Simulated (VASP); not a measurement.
# Sc (Pm-3m) in VASP: further runs

Runs on Sc. Level: RPBE. Tasks: single point.

Everything below comes from runs of VASP 6.6.1. Logs are shortened: lines on timing, memory, paths and dates and some standing lists are left out, and cuts for length are marked.

### Step 1. The cell of the first run

The structure is cubic, space group Pm-3m (No. 221). Conventional cell: a = 3.101 Å, b = 3.101 Å, c = 3.101 Å, α = 90.00°, β = 90.00°, γ = 90.00°. Sc (site symmetry m-3m) has 6 Sc at 3.10 Å within 4.1 Å.

### Step 2. Single point, RPBE (volume scaled by 1.08)

Contents of INCAR:

```
PREC = Accurate
ENCUT = 520
EDIFF = 1E-6
ISMEAR = -1
SIGMA = 0.1
LREAL = False
LASPH = True
NELM = 60
ALGO = Normal
ISIF = 2
LWAVE = False
LCHARG = False
GGA = RP
NBANDS = 12
```

Contents of KPOINTS:

```
regular mesh
0
Gamma
  12 12 12
```

Contents of POSCAR:

```
Sc
1.0
    3.1006465768      0.0000000000      0.0000000000
    0.0000000000      3.1006465768      0.0000000000
    0.0000000000      0.0000000000      3.1006465768
Sc
1
Direct
    0.0000000000      0.0000000000      0.0000000000
```

Potentials or basis: VASP PAW PBE potentials, release 64 (Sc_sv).

Command:

```
cat potpaw_PBE.64/Sc_sv/POTCAR > POTCAR
mpirun -np 1 vasp_std > vasp.out
```

OUTCAR:

```text
PREC = Accurate
   ENCUT = 520
   EDIFF = 1E-6
   ISMEAR = -1
   LREAL = False
   LASPH = True
   NELM = 60
   ISIF = 2
   GGA = RP

 ion  position               nearest neighbor table
   1  0.000  0.000  0.000-

  LATTYP: Found a simple cubic cell.
 ALAT       =     3.1006465768

  Lattice vectors:

 A1 = (   3.1006465768,   0.0000000000,   0.0000000000)
 A2 = (   0.0000000000,   3.1006465768,   0.0000000000)
 A3 = (   0.0000000000,   0.0000000000,   3.1006465768)

Analysis of symmetry for initial positions (statically):
=====================================================================
 Subroutine PRICEL returns:
 Original cell was already a primitive cell.

 Routine SETGRP: Setting up the symmetry group for a
 simple cubic supercell.

 Subroutine GETGRP returns: Found 48 space group operations
 (whereof 48 operations were pure point group operations)
 out of a pool of 48 trial point group operations.

The static configuration has the point symmetry O_h .

Analysis of symmetry for dynamics (positions and initial velocities):
=====================================================================
 Subroutine PRICEL returns:
 Original cell was already a primitive cell.

 Routine SETGRP: Setting up the symmetry group for a
 simple cubic supercell.

 Subroutine GETGRP returns: Found 48 space group operations
 (whereof 48 operations were pure point group operations)
 out of a pool of 48 trial point group operations.

The dynamic configuration has the point symmetry O_h .

 Subroutine INISYM returns: Found 48 space group operations
 (whereof 48 operations are pure point group operations),
 and found     1 'primitive' translations

----------------------------------------------------------------------------------------

                                     Primitive cell

  volume of cell :      29.8096

  direct lattice vectors                    reciprocal lattice vectors
     3.100646577  0.000000000  0.000000000     0.322513378  0.000000000  0.000000000
     0.000000000  3.100646577  0.000000000     0.000000000  0.322513378  0.000000000
     0.000000000  0.000000000  3.100646577     0.000000000  0.000000000  0.322513378

  length of vectors
     3.100646577  3.100646577  3.100646577     0.322513378  0.322513378  0.322513378

  position of ions in fractional coordinates (direct lattice)
     0.000000000  0.000000000  0.000000000

  ion indices of the primitive-cell ions
   primitive index   ion index
                 1           1

----------------------------------------------------------------------------------------

 KPOINTS: regular mesh

Automatic generation of k-mesh.
 Grid dimensions read from file:
 generate k-points for:   12   12   12

 Generating k-lattice:

  Cartesian coordinates                     Fractional coordinates (reciprocal lattice)
     0.026876115  0.000000000  0.000000000     0.083333333  0.000000000  0.000000000
     0.000000000  0.026876115  0.000000000     0.000000000  0.083333333  0.000000000
     0.000000000  0.000000000  0.026876115     0.000000000  0.000000000  0.083333333

  Length of vectors
     0.026876115  0.026876115  0.026876115

  Shift w.r.t. Gamma in fractional coordinates (k-lattice)
     0.000000000  0.000000000  0.000000000

 Subroutine IBZKPT returns following result:
 ===========================================

 Found     84 irreducible k-points:

 Following reciprocal coordinates:
            Coordinates               Weight
  0.000000  0.000000  0.000000      1.000000
  0.083333  0.000000  0.000000      6.000000
  0.166667  0.000000  0.000000      6.000000
  0.250000  0.000000  0.000000      6.000000
  0.333333  0.000000  0.000000      6.000000
  0.416667  0.000000  0.000000      6.000000
[... 16 lines left out ...]
  0.333333  0.333333  0.000000     12.000000
  0.416667  0.333333  0.000000     24.000000
 [... further k-points ...]
   k-points           NKPTS =     84   k-points in BZ     NKDIM =     84   number of bands    NBANDS=     12
   number of dos      NEDOS =    301   number of ions     NIONS =      1
   total plane-waves  NPLWV =  13824
   dimension x,y,z NGX =    24 NGY =   24 NGZ =   24
   dimension x,y,z NGXF=    48 NGYF=   48 NGZF=   48
   ions per type =               1
   NGX,Y,Z   is equivalent  to a cutoff of  12.87, 12.87, 12.87 a.u.
   NGXF,Y,Z  is equivalent  to a cutoff of  25.74, 25.74, 25.74 a.u.
 SYSTEM =  unknown system
   PREC   = accura    normal or accurate (medium, high low for compatibility)
   ISTART =      0    job   : 0-new  1-cont  2-samecut
   ICHARG =      2    charge: 1-file 2-atom 10-const
   ISPIN  =      1    spin polarized calculation?
   LNONCOLLINEAR =      F non collinear calculations
   LSORBIT =      F    spin-orbit coupling
   LASPH  =      T    aspherical Exc in radial PAW
   ENCUT  =  520.0 eV  38.22 Ry    6.18 a.u.   5.77  5.77  5.77*2*pi/ulx,y,z
   NELM   =     60;   NELMIN=  2; NELMDL= -5     # of ELM steps
   EDIFF  = 0.1E-05   stopping-criterion for ELM
   LREAL  =      F    real-space projection
   EDIFFG = 0.1E-04   stopping-criterion for IOM
   NSW    =      0    number of steps for IOM
   IBRION =     -1    ionic relax: 0-MD 1-quasi-New 2-CG
   NFREE  =      0    steps in history (QN), initial steepest desc. (CG)
   ISIF   =      2    stress and relaxation
   ISYM   =      2    0-nonsym 1-usesym 2-fastsym
   POTIM  = 0.5000    time-step for ionic-motion
   TEBEG  =    0.0;   TEEND  =   0.0 temperature during run
   PSTRESS=    0.0 pullay stress
   NELECT =      11.0000    total number of electrons
   NUPDOWN=      -1.0000    fix difference up-down
   EMIN   =  10.00;   EMAX   =-10.00  energy-range for DOS
   EFERMI =   0.00;   METHOD = LEGACY
   ISMEAR =    -1;   SIGMA  =   0.10  broadening in eV -4-tet -1-fermi 0-gaus
   EFERMI_NEDOS =   21; number of points for ismear=-14 and -15
   IALGO  =     38    algorithm
   IMIX   =      4    mixing-type and parameters
     AMIX     =   0.40;   BMIX     =  1.00
     AMIX_MAG =   1.60;   BMIX_MAG =  1.00
  volume/ion in A,a.u.               =      29.81       201.17
  Fermi-wavevector in a.u.,A,eV,Ry     =   1.174231  2.218974 18.759957  1.378818
  Thomas-Fermi vector in A             =   2.310631
   LORBIT       =      0    0 simple, 1 ext, 2 COOP (PROOUT), +10 PAW based schemes
   GGA     = RP    functional components
   LHFCALC =     F    Hartree Fock is set to
   AEXX    =    0.0000 exact exchange contribution
   IVDW    =     0    specifies the selected vdW correction
   LEPSILON=     F    determine dielectric tensor
   LRPA    =     F    only Hartree local field effects (RPA)
 non-spin polarized calculation
  energy-cutoff  :      520.00
  volume of cell :       29.81
 maximum number of plane-waves:       840
 NGX is ok and might be reduce to    24
   NGX = 11   NGY = 11   NGZ = 11

 number of electron      10.9999993 magnetization

 Free energy of the ion-electron system (eV)
  ---------------------------------------------------
  ext. energy  EPLUGINS =         0.00000000
  ---------------------------------------------------
  free energy    TOTEN  =        -5.20151738 eV

  energy without entropy =       -5.10636884  energy(sigma->0) =       -5.15394311

 E-fermi :   2.8547     XC(G=0):  -8.9704

 val. band max:        2.8544316517   @ k =   0.1667   0.1667   0.0833
 cond. band min:       2.8603161600   @ k =   0.2500   0.0833   0.0833
 fundamental gap:      0.0058845083
 Fermi energy:         2.8546997476

 k-point     1 :       0.0000    0.0000    0.0000
  band No.  band energies     occupation
      1     -47.2387      2.00000
      2     -25.6256      2.00000
      3     -25.6256      2.00000
      4     -25.6256      2.00000
      5      -1.8915      2.00000
      6       2.4950      1.94664
      7       2.4950      1.94664
      8       6.0928      0.00000
      9       6.0928      0.00000
     10       6.0928      0.00000
     11      13.9108      0.00000
     12      13.9108      0.00000

 k-point     2 :       0.0833    0.0000    0.0000
  band No.  band energies     occupation
      1     -47.2363      2.00000
      2     -25.6485      2.00000
      3     -25.6237      2.00000
      4     -25.6237      2.00000
      5      -1.7659      2.00000
      6       2.5264      1.92770
      7       2.5610      1.89930
      8       5.9897      0.00000
      9       5.9897      0.00000
     10       6.1003      0.00000
     11      12.9321      0.00000
     12      14.1191      0.00000

 k-point     3 :       0.1667    0.0000    0.0000
  band No.  band energies     occupation
      1     -47.2297      2.00000
      2     -25.7106      2.00000
      3     -25.6185      2.00000
      4     -25.6185      2.00000
      5      -1.4005      2.00000
      6       2.6137      1.83516
      7       2.7288      1.55773
      8       5.7256      0.00000
      9       5.7256      0.00000
     10       6.1208      0.00000
     11      11.2850      0.00000
     12      14.6996      0.00000
[... 286 lines left out ...]
 k-point    23 :       0.3333    0.3333    0.0000
  band No.  band energies     occupation
      1     -47.1852      2.00000
      2     -25.8505      2.00000
      3     -25.8441      2.00000
      4     -25.5834      2.00000
      5       1.1927      2.00000
      6       2.7491      1.48400
      7       4.3000      0.00000
      8       4.6544      0.00000
      9       5.2433      0.00000
     10       5.3476      0.00000
     11       8.8754      0.00000
     12      11.3099      0.00000

 k-point    24 :       0.4167    0.3333    0.0000
  band No.  band energies     occupation
      1     -47.1787      2.00000
      2     -25.9054      2.00000
      3     -25.8399      2.00000
      4     -25.5783      2.00000
      5       1.5371      2.00000
      6       2.6694      1.72892
      7       4.4412      0.00000
      8       5.1054      0.00000
      9       5.1755      0.00000
     10       5.3469      0.00000
     11       8.0808      0.00000
     12      11.6515      0.00000

 [... further k-points ...]
[... 5 lines left out ...]
  --------------------------------------------------------------------------------------
  -------------------------------------------------------------------------------------
  Total       -0.4216723     -0.4216723     -0.4216723      0.0000000      0.0000000     -0.0000000
  in kB      -22.6635954    -22.6635954    -22.6635954      0.0000000      0.0000000     -0.0000000
  external PRESSURE =     -22.6635954 kB  Pullay stress =       0.0000000 kB

 VOLUME and BASIS-vectors are now :
 -----------------------------------------------------------------------------
  energy-cutoff  :      520.00
  volume of cell :       29.81
      direct lattice vectors                 reciprocal lattice vectors
     3.100646577  0.000000000  0.000000000     0.322513378  0.000000000  0.000000000
     0.000000000  3.100646577  0.000000000     0.000000000  0.322513378  0.000000000
     0.000000000  0.000000000  3.100646577     0.000000000  0.000000000  0.322513378

 POSITION                                       TOTAL-FORCE (eV/Angst)
 -----------------------------------------------------------------------------------
      0.00000      0.00000      0.00000         0.000000      0.000000      0.000000
 -----------------------------------------------------------------------------------
    total drift:                               -0.000000      0.000000      0.000000

  FREE ENERGIE OF THE ION-ELECTRON SYSTEM (eV)
  ---------------------------------------------------
  free  energy   TOTEN  =        -5.2015173754 eV

  energy  without entropy=       -5.1063688435  energy(sigma->0) =       -5.15394311
```

It took 7.9 s on 1 thread of Intel Xeon 6975P-C (Granite Rapids), shared host; peak memory 0.15 GiB.

Results:

```
Free energy : -5.2015 eV
Pressure    : -2.3 GPa
```

Levels at points of the mesh, in eV from the Fermi level:
| k point | band 1 | band 2 | band 3 | band 4 | band 5 | band 6 | band 7 | band 8 | band 9 | band 10 |
| --- | --- | --- | --- | --- | --- | --- | --- | --- | --- | --- |
| (0.00, 0.00, 0.00) | -50.09 | -28.48 | -28.48 | -28.48 | -4.75 | -0.36 | -0.36 | 3.24 | 3.24 | 3.24 |
| (0.50, 0.00, 0.00) | -50.06 | -28.81 | -28.45 | -28.45 | -1.66 | -0.62 | 0.15 | 1.98 | 1.98 | 3.35 |
| (0.50, 0.50, 0.00) | -50.02 | -28.77 | -28.77 | -28.42 | -1.37 | 0.15 | 2.26 | 2.26 | 3.08 | 3.08 |
| (0.50, 0.50, 0.50) | -49.99 | -28.73 | -28.73 | -28.73 | -0.29 | -0.29 | -0.29 | 4.03 | 4.03 | 7.05 |

Caveat: the cell differs from its parent crystal (volume scaled by 1.08); the PAW data sets were made with another functional, which shifts forces and pressure a little.

### Step 3. Single point, RPBE (volume scaled by 1.12)

Contents of INCAR:

```
SYSTEM = Sc
PREC     = Accurate       ! precision mode
ENCUT    = 520            ! plane-wave cutoff, eV
EDIFF    = 1E-7           ! SCF threshold, eV
ISMEAR   = -1             ! smearing method
SIGMA    = 0.1            ! smearing width, eV
LREAL    = .False.        ! projectors in reciprocal space
LASPH    = .True.         ! aspherical terms in the spheres
NELM     = 60             ! most SCF steps
ALGO     = Normal         ! electronic algorithm
ISIF     = 2              ! what is computed and relaxed
LWAVE    = .False.        ! write WAVECAR
LCHARG   = .True.         ! write CHGCAR
GGA      = RP             ! functional
LELF     = .True.         ! ELF
LVHAR    = .True.       
NBANDS   = 12             ! bands
```

Contents of KPOINTS:

```
Automatic mesh
0
Gamma
  12 12 12
  0 0 0
```

Contents of POSCAR:

```
Sc
1.0
    3.1384630669      0.0000000000      0.0000000000
    0.0000000000      3.1384630669      0.0000000000
    0.0000000000      0.0000000000      3.1384630669
Sc
1
Direct
    0.0000000000      0.0000000000      0.0000000000
```

Potentials or basis: VASP PAW PBE potentials, release 64 (Sc_sv).

Command:

```
cat potpaw_PBE.64/Sc_sv/POTCAR > POTCAR
mpirun -np 1 vasp_std > vasp.out
```

It took 9 s on 1 thread of Intel Xeon 6975P-C (Granite Rapids), shared host; peak memory 0.15 GiB.

The run converged. Its results:

```
Free energy : -5.1832 eV
Pressure    : -3.1 GPa
```

Levels at points of the mesh, in eV from the Fermi level:
| k point | band 2 | band 3 | band 4 | band 5 | band 6 | band 7 | band 8 | band 9 |
| --- | --- | --- | --- | --- | --- | --- | --- | --- |
| (0.00, 0.00, 0.00) | -28.57 | -28.57 | -28.57 | -4.67 | -0.33 | -0.33 | 3.11 | 3.11 |
| (0.50, 0.00, 0.00) | -28.86 | -28.54 | -28.54 | -1.66 | -0.62 | 0.15 | 1.91 | 1.91 |
| (0.50, 0.50, 0.00) | -28.82 | -28.82 | -28.52 | -1.28 | 0.13 | 2.18 | 2.18 | 2.95 |
| (0.50, 0.50, 0.50) | -28.79 | -28.79 | -28.79 | -0.25 | -0.25 | -0.25 | 3.86 | 3.86 |

Caveat: the cell differs from its parent crystal (volume scaled by 1.12); the PAW data sets were made with another functional, which shifts forces and pressure a little.

### Step 4. Single point, RPBE

This run uses another cell than the first one, of 27.60 Å³/atom, 0.926 times its volume.

Contents of INCAR:

```
SYSTEM = Sc
  PREC = Accurate
  ENCUT = 520
  EDIFF = 1E-6
  ISMEAR = -1
  SIGMA = 0.1
  LREAL = .False.
  LASPH = .True.
  NELM = 100
  ALGO = Normal
  ISIF = 2
  LWAVE = .False.
  LCHARG = .True.
  GGA = RP
  LELF = .True.
  LVHAR = .True.
  NBANDS = 12
```

Contents of KPOINTS:

```
regular mesh
0
Gamma
  17 17 17
  0 0 0
```

Contents of POSCAR:

```
Sc
1.0
    3.0221151968      0.0000000000      0.0000000000
    0.0000000000      3.0221151968      0.0000000000
    0.0000000000      0.0000000000      3.0221151968
Sc
1
Direct
    0.0000000000      0.0000000000      0.0000000000
```

Command:

```
cat potpaw_PBE.64/Sc_sv/POTCAR > POTCAR
mpirun -np 1 vasp_std > vasp.out
```

Wall time 14 s (1 thread of Intel Xeon 6975P-C (Granite Rapids), shared host); peak memory 0.16 GiB.

It converged, with:

```
Free energy : -5.2173 eV
Pressure    : 0.0 GPa
```

Levels at points of the mesh, in eV from the Fermi level:
```
           k point  band 3  band 4  band 5  band 6  band 7  band 8
(0.00, 0.00, 0.00)  -28.29  -28.29   -4.91   -0.43   -0.43    3.53
```

Caveat: the PAW data sets were made with another functional, which shifts forces and pressure a little.

### Step 5. The runs side by side

```csv
cell,k mesh,gap on the mesh (eV),pressure (GPa)
"a = 3.101 Å, 1 atom",12 × 12 × 12,none,-2.3
"a = 3.138 Å, 1 atom",12 × 12 × 12,none,-3.1
"a = 3.022 Å, 1 atom",17 × 17 × 17,none,0.0
```

Alike in all rows: task single point; level RPBE; potentials or basis VASP PAW PBE potentials, release 64 (Sc_sv); no spin polarisation; cutoff (eV) 520; smearing fermi-dirac 0.1 eV.

Caveats: the PAW data sets were made with another functional, which shifts forces and pressure a little.

Absolute energies hang on the potentials; compare differences alone.
